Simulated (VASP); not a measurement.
Runs of VASP 6.6.1 on InTe4W. The structure is that of space group P4/mmm (No. 123), or close to it. The cells are those of the table. 

```csv
task,cell,k mesh,cutoff (eV),gap on the mesh (eV),pressure (GPa),largest force (eV/Å)
single point,"a = 6.326, b = 6.326, c = 4.868 Å, 6 atoms",4 × 4 × 4,520,none,17.1,(a)
single point,"a = 8.858, b = 8.858, c = 2.913 Å, 6 atoms",6 × 6 × 10,520,none,0.0,-
relaxation of cell and atoms,"relaxed from a = 6.326, b = 6.326, c = 4.868 Å, 6 atoms",4 × 4 × 4,600,none,0.0,-
single point,"a = 7.297, b = 7.297, c = 4.212 Å, 6 atoms",4 × 4 × 4,520,none,0.0,0.01
```

Alike in all rows: level PBE; potentials or basis VASP PAW PBE potentials, release 64 (In_d, Te, W_sv); no spin polarisation; smearing gaussian 0.1 eV.

Q: Fill in the values left out.

A: (a) 3.40.

Caveats: some runs use coarse meshes; spin-orbit coupling is left out, which moves the levels of the heavy elements; forces of over 1 eV/Å act on the atoms, so gaps and moduli don't describe the material at rest (some runs).

A k mesh can miss the band edges, and the runs leave out spin-orbit coupling on In, Te, W.

A gap of «none» marks levels without a gap at the run's occupations.
